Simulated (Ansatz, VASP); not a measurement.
# Two plane-wave programs on BAs

File INCAR:

```
PREC = Accurate ; ENCUT = 520
EDIFF = 1E-8 ; ISMEAR = -1
SIGMA = 0.05 ; LREAL = False
LASPH = True ; NELM = 100
ALGO = Normal ; ISIF = 2
LWAVE = False ; LCHARG = False
LEFG = True ; NBANDS = 11
```

File KPOINTS:

```
Automatic mesh
0
Gamma
  13 13 13
```

Contents of POSCAR:

```
BAs
1.0
    0.0000000000      2.3805116460      2.3805116460
    2.3805116460      0.0000000000      2.3805116460
    2.3805116460      2.3805116460      0.0000000000
B As
1 1
Direct
    0.0000000000      0.0000000000      0.0000000000
    0.7500000000      0.7500000000      0.7500000000
```

Input for Ansatz:

```yaml
crystal:
  lattice:
    - [0.0, 2.380511646, 2.380511646]
    - [2.380511646, 0.0, 2.380511646]
    - [2.380511646, 2.380511646, 0.0]
  atoms:
    - { symbol: B, position: [0.0, 0.0, 0.0] }
    - { symbol: As, position: [0.75, 0.75, 0.75] }
kpoints:
  mp_grid: { grid: [13, 13, 13] }
scf:
  occupations: { method: fermi_dirac, width: 0.05 }
hamiltonian:
  xc: lda
  pseudopotentials: { kind: paw }
output:
  forces: true
  stress: true
  eigenvalues: true
  efg: { contact_densities: true }
```

Change from the starting cell: volume scaled by 0.99, PAW files.

Alike in both runs: task electric field gradients; functional LDA; k mesh 13 × 13 × 13; occupations fermi-dirac, width 0.05 eV; no spin polarisation.

|  | VASP | Ansatz |
| --- | --- | --- |
| version | VASP 6.6.1 | Ansatz 0.2.0 |
| potentials or method | VASP PAW LDA potentials, release 64 (B, As) | PAW with Ansatz's default frozen-core files, scalar-relativistic |
| plane-wave cutoff (eV) | 520 | 420 |
| valence electrons in the cell | 8 | 18 |

|  | VASP | Ansatz | Ansatz less VASP |
| --- | --- | --- | --- |
| pressure (GPa) | -1.7 | -2.6 | -0.88 |

LDA's correlation is that of Perdew and Zunger in VASP and of Perdew and Wang (1992) in Ansatz. VASP's potentials hold 8 valence electrons a cell and Ansatz's 18, so a difference there can come from the potentials and not from the codes.
